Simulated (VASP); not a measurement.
# CdSe (gw) (Imm2) in VASP: single point with PBEsol

Aim: the single point of CdSe (gw) with PBEsol.

All numbers are computed with VASP 6.6.1; they aren't measurements. Logs are shortened: lines on timing, memory, paths and dates and some standing lists are left out, and cuts for length are marked.

### Step 1. The cell of the first run

The structure is orthorhombic, space group Imm2 (No. 44). The conventional cell has a = 4.258 Å, b = 4.344 Å, c = 6.143 Å, α = 90.00°, β = 90.00°, γ = 90.00°. Within 3.5 Å of Cd (site symmetry mm2) lie 4 Se at 2.64 to 2.65 Å. Se (site symmetry mm2) has 4 Cd at 2.64 to 2.65 Å within 3.5 Å.

### Step 2. Single point, PBEsol

Input file INCAR:

```
SYSTEM = CdSe
PREC = Accurate
ENCUT = 500
EDIFF = 1E-6
ISMEAR = 0
SIGMA = 0.01
LREAL = .FALSE.
LASPH = .TRUE.
NELM = 120
ALGO = Normal
ISIF = 2
LWAVE = .FALSE.
LCHARG = .FALSE.
GGA = PS
NBANDS = 16
GGA_COMPAT = .FALSE.
```

Input file KPOINTS:

```
regular mesh
0
G
  4 4 4
  0 0 0
```

Input file POSCAR:

```
CdSe
1.0
   -0.0303760364      3.0411078517      3.0714838881
    3.0411078517     -0.0303760364      3.0714838881
    3.0107318152      3.0107318152      0.0000000000
Cd Se
1 1
Direct
   -0.0020340072     -0.0020340072      0.0020340072
    0.2520340072      0.2520340072      0.2479659928
```

Potentials or basis: VASP PAW PBE potentials, release 64 (Cd, Se).

Command:

```sh
cat potpaw_PBE.64/Cd/POTCAR potpaw_PBE.64/Se/POTCAR > POTCAR
mpirun -np 1 vasp_std > vasp.out
```

OUTCAR:

```text
SYSTEM = CdSe
   PREC = Accurate
   ENCUT = 500
   EDIFF = 1E-6
   ISMEAR = 0
   LREAL = .FALSE.
   LASPH = .TRUE.
   NELM = 120
   ISIF = 2
   GGA = PS

 ion  position               nearest neighbor table
   1  0.998  0.998  0.002-   2 2.64   2 2.64   2 2.65   2 2.65
   2  0.252  0.252  0.248-   1 2.64   1 2.64   1 2.65   1 2.65

  LATTYP: Found a body centered orthorhombic cell.
 ALAT       =     4.2578177657
 B/A-ratio  =     1.0201785070
 C/A-ratio  =     1.4427502806

  Lattice vectors:

 A1 = (   0.0303760364,  -3.0411078517,  -3.0714838881)
 A2 = (  -0.0303760365,   3.0411078516,  -3.0714838881)
 A3 = (   3.0411078517,  -0.0303760364,   3.0714838881)

Analysis of symmetry for initial positions (statically):
=====================================================================
 Subroutine PRICEL returns:
 Original cell was already a primitive cell.

 Routine SETGRP: Setting up the symmetry group for a
 body centered orthorhombic supercell.

 Subroutine GETGRP returns: Found  4 space group operations
 (whereof  4 operations were pure point group operations)
 out of a pool of  8 trial point group operations.

The static configuration has the point symmetry C_2v.

Analysis of symmetry for dynamics (positions and initial velocities):
=====================================================================
 Subroutine PRICEL returns:
 Original cell was already a primitive cell.

 Routine SETGRP: Setting up the symmetry group for a
 body centered orthorhombic supercell.

 Subroutine GETGRP returns: Found  4 space group operations
 (whereof  4 operations were pure point group operations)
 out of a pool of  8 trial point group operations.

The dynamic configuration has the point symmetry C_2v.

 Subroutine INISYM returns: Found  4 space group operations
 (whereof  4 operations are pure point group operations),
 and found     1 'primitive' translations

----------------------------------------------------------------------------------------

                                     Primitive cell

  volume of cell :      56.8066

  direct lattice vectors                    reciprocal lattice vectors
    -0.030376036  3.041107852  3.071483888    -0.162787766  0.162787766  0.162787766
     3.041107852 -0.030376036  3.071483888     0.162787766 -0.162787766  0.162787766
     3.010731815  3.010731815  0.000000000     0.166072580  0.166072580 -0.162787766

  length of vectors
     4.322415175  4.322415175  4.257817766     0.281956681  0.281956681  0.285762244

  position of ions in fractional coordinates (direct lattice)
     0.997965993  0.997965993  0.002034007
     0.252034007  0.252034007  0.247965993

  ion indices of the primitive-cell ions
   primitive index   ion index
                 1           1
                 2           2

----------------------------------------------------------------------------------------

 KPOINTS: regular mesh

Automatic generation of k-mesh.
 Grid dimensions read from file:
 generate k-points for:    4    4    4

 Generating k-lattice:

  Cartesian coordinates                     Fractional coordinates (reciprocal lattice)
    -0.040696941  0.040696941  0.040696941     0.250000000  0.000000000  0.000000000
     0.040696941 -0.040696941  0.040696941     0.000000000  0.250000000  0.000000000
     0.041518145  0.041518145 -0.040696941     0.000000000  0.000000000  0.250000000

  Length of vectors
     0.070489170  0.070489170  0.071440561

  Shift w.r.t. Gamma in fractional coordinates (k-lattice)
     0.000000000  0.000000000  0.000000000

 Subroutine IBZKPT returns following result:
 ===========================================

 Found     18 irreducible k-points:

 Following reciprocal coordinates:
            Coordinates               Weight
  0.000000  0.000000  0.000000      1.000000
  0.250000  0.000000  0.000000      4.000000
  0.500000  0.000000  0.000000      2.000000
  0.250000  0.250000  0.000000      2.000000
  0.500000  0.250000  0.000000      4.000000
 -0.250000  0.250000  0.000000      2.000000
[... 10 lines left out ...]
  0.250000  0.250000  0.500000      2.000000
 -0.250000  0.250000  0.500000      2.000000
   k-points           NKPTS =     18   k-points in BZ     NKDIM =     18   number of bands    NBANDS=     16
   number of dos      NEDOS =    301   number of ions     NIONS =      2
   total plane-waves  NPLWV =  32768
   dimension x,y,z NGX =    32 NGY =   32 NGZ =   32
   dimension x,y,z NGXF=    64 NGYF=   64 NGZF=   64
   ions per type =               1   1
   NGX,Y,Z   is equivalent  to a cutoff of  12.31, 12.31, 12.49 a.u.
   NGXF,Y,Z  is equivalent  to a cutoff of  24.62, 24.62, 24.99 a.u.
 SYSTEM =  CdSe
   PREC   = accura    normal or accurate (medium, high low for compatibility)
   ISTART =      0    job   : 0-new  1-cont  2-samecut
   ICHARG =      2    charge: 1-file 2-atom 10-const
   ISPIN  =      1    spin polarized calculation?
   LNONCOLLINEAR =      F non collinear calculations
   LSORBIT =      F    spin-orbit coupling
   LASPH  =      T    aspherical Exc in radial PAW
   ENCUT  =  500.0 eV  36.75 Ry    6.06 a.u.   7.88  7.88  7.76*2*pi/ulx,y,z
   NELM   =    120;   NELMIN=  2; NELMDL= -5     # of ELM steps
   EDIFF  = 0.1E-05   stopping-criterion for ELM
   LREAL  =      F    real-space projection
   EDIFFG = 0.1E-04   stopping-criterion for IOM
   NSW    =      0    number of steps for IOM
   IBRION =     -1    ionic relax: 0-MD 1-quasi-New 2-CG
   NFREE  =      0    steps in history (QN), initial steepest desc. (CG)
   ISIF   =      2    stress and relaxation
   ISYM   =      2    0-nonsym 1-usesym 2-fastsym
   POTIM  = 0.5000    time-step for ionic-motion
   TEBEG  =    0.0;   TEEND  =   0.0 temperature during run
   PSTRESS=    0.0 pullay stress
   NELECT =      18.0000    total number of electrons
   NUPDOWN=      -1.0000    fix difference up-down
   EMIN   =  10.00;   EMAX   =-10.00  energy-range for DOS
   EFERMI =   0.00;   METHOD = LEGACY
   ISMEAR =     0;   SIGMA  =   0.01  broadening in eV -4-tet -1-fermi 0-gaus
   EFERMI_NEDOS =   21; number of points for ismear=-14 and -15
   IALGO  =     38    algorithm
   IMIX   =      4    mixing-type and parameters
     AMIX     =   0.40;   BMIX     =  1.00
     AMIX_MAG =   1.60;   BMIX_MAG =  1.00
  volume/ion in A,a.u.               =      28.40       191.67
  Fermi-wavevector in a.u.,A,eV,Ry     =   1.116091  2.109106 16.948212  1.245658
  Thomas-Fermi vector in A             =   2.252701
   LORBIT       =      0    0 simple, 1 ext, 2 COOP (PROOUT), +10 PAW based schemes
   GGA     = PS    functional components
   LHFCALC =     F    Hartree Fock is set to
   AEXX    =    0.0000 exact exchange contribution
   IVDW    =     0    specifies the selected vdW correction
   LEPSILON=     F    determine dielectric tensor
   LRPA    =     F    only Hartree local field effects (RPA)
 non-spin polarized calculation
 Gauss-broadening in eV      SIGMA  =   0.01
  energy-cutoff  :      500.00
  volume of cell :       56.81
 maximum number of plane-waves:      1456
   NGX = 15   NGY = 15   NGZ = 15

 number of electron      18.0000002 magnetization

 Free energy of the ion-electron system (eV)
  ---------------------------------------------------
  ext. energy  EPLUGINS =         0.00000000
  ---------------------------------------------------
  free energy    TOTEN  =        -6.12310586 eV

  energy without entropy =       -6.12310586  energy(sigma->0) =       -6.12310586

 E-fermi :   0.8704     XC(G=0):  -9.0431

 val. band max:        0.8215427793   @ k =   0.0000   0.0000   0.0000
 cond. band min:       1.2095425017   @ k =   0.0000   0.0000   0.0000
 fundamental gap:      0.3879997223
 Fermi energy:         0.8704450822

 k-point     1 :       0.0000    0.0000    0.0000
  band No.  band energies     occupation
      1     -11.7970      2.00000
      2      -7.1475      2.00000
      3      -7.1472      2.00000
      4      -7.1378      2.00000
      5      -6.7786      2.00000
      6      -6.7755      2.00000
[... 8 lines left out ...]
     15      11.7066      0.00000
     16      11.8695      0.00000

 k-point     2 :       0.2500    0.0000    0.0000
  band No.  band energies     occupation
      1     -11.6152      2.00000
      2      -7.0936      2.00000
      3      -7.0858      2.00000
      4      -6.9424      2.00000
      5      -6.7768      2.00000
      6      -6.7734      2.00000
[... 8 lines left out ...]
     15      10.7502      0.00000
     16      10.8595      0.00000

 k-point     3 :       0.5000    0.0000    0.0000
  band No.  band energies     occupation
      1     -11.4296      2.00000
      2      -7.0541      2.00000
      3      -7.0480      2.00000
      4      -6.7567      2.00000
      5      -6.7535      2.00000
      6      -6.4995      2.00000
[... 8 lines left out ...]
     15      12.6517      0.00000
     16      12.8811      0.00000

 k-point     4 :       0.2500    0.2500    0.0000
  band No.  band energies     occupation
      1     -11.5542      2.00000
      2      -7.0248      2.00000
      3      -7.0225      2.00000
      4      -6.9898      2.00000
      5      -6.7895      2.00000
      6      -6.7477      2.00000
[... 8 lines left out ...]
     15      12.3731      0.00000
     16      13.7523      0.00000
[... 210 lines left out ...]
 k-point    16 :       0.5000    0.0000    0.5000
  band No.  band energies     occupation
      1     -11.3042      2.00000
      2      -6.9607      2.00000
      3      -6.8920      2.00000
      4      -6.8834      2.00000
      5      -6.7184      2.00000
      6      -6.4215      2.00000
[... 8 lines left out ...]
     15      13.0832      0.00000
     16      13.8400      0.00000

 k-point    17 :       0.2500    0.2500    0.5000
  band No.  band energies     occupation
      1     -11.4206      2.00000
      2      -7.0309      2.00000
      3      -7.0197      2.00000
      4      -6.7916      2.00000
      5      -6.7900      2.00000
      6      -6.5577      2.00000
[... 8 lines left out ...]
     15      12.1166      0.00000
     16      13.6754      0.00000

 k-point    18 :      -0.2500    0.2500    0.5000
  band No.  band energies     occupation
      1     -11.3051      2.00000
      2      -6.9600      2.00000
      3      -6.9598      2.00000
      4      -6.8110      2.00000
      5      -6.7733      2.00000
      6      -6.2985      2.00000
[... 8 lines left out ...]
     15      13.2840      0.00000
     16      13.6083      0.00000

------------------------ aborting loop because EDIFF is reached ----------------------------------------

  FORCE on cell =-STRESS in cart. coord.  units (eV):
  Direction    XX          YY          ZZ          XY          YZ          ZX
  --------------------------------------------------------------------------------------
  -------------------------------------------------------------------------------------
  Total        0.0234577      0.0234577     -0.0433130      0.1582102     -0.0000000     -0.0000000
  in kB        0.6616041      0.6616041     -1.2216035      4.4621750     -0.0000000     -0.0000000
  external PRESSURE =       0.0338682 kB  Pullay stress =       0.0000000 kB

 VOLUME and BASIS-vectors are now :
 -----------------------------------------------------------------------------
  energy-cutoff  :      500.00
  volume of cell :       56.81
      direct lattice vectors                 reciprocal lattice vectors
    -0.030376036  3.041107852  3.071483888    -0.162787766  0.162787766  0.162787766
     3.041107852 -0.030376036  3.071483888     0.162787766 -0.162787766  0.162787766
     3.010731815  3.010731815  0.000000000     0.166072580  0.166072580 -0.162787766

 POSITION                                       TOTAL-FORCE (eV/Angst)
 -----------------------------------------------------------------------------------
      3.01073      3.01073      6.13047         0.000000      0.000000      0.000587
      1.50537      1.50537      1.54824        -0.000000     -0.000000     -0.000587
 -----------------------------------------------------------------------------------
    total drift:                               -0.000000     -0.000000      0.000249

  FREE ENERGIE OF THE ION-ELECTRON SYSTEM (eV)
  ---------------------------------------------------
  free  energy   TOTEN  =        -6.1231058563 eV

  energy  without entropy=       -6.1231058563  energy(sigma->0) =       -6.12310586
```

It took 20 s on 1 thread of AMD EPYC 7R13, shared host; peak memory 0.15 GiB.

Results:

```yaml
Free_energy: -6.1231 eV
Pressure: 0.0 GPa
Band_gap_on_the_k_mesh: 0.39 eV, direct
```

Stress tensor (GPa, compression positive):
```
 0.07  0.45  0.00
 0.45  0.07  0.00
 0.00  0.00 -0.12
```

Caveat: the k points lie up to 0.45 Å⁻¹ apart; the PAW data sets were made with another functional, which shifts forces and pressure a little.
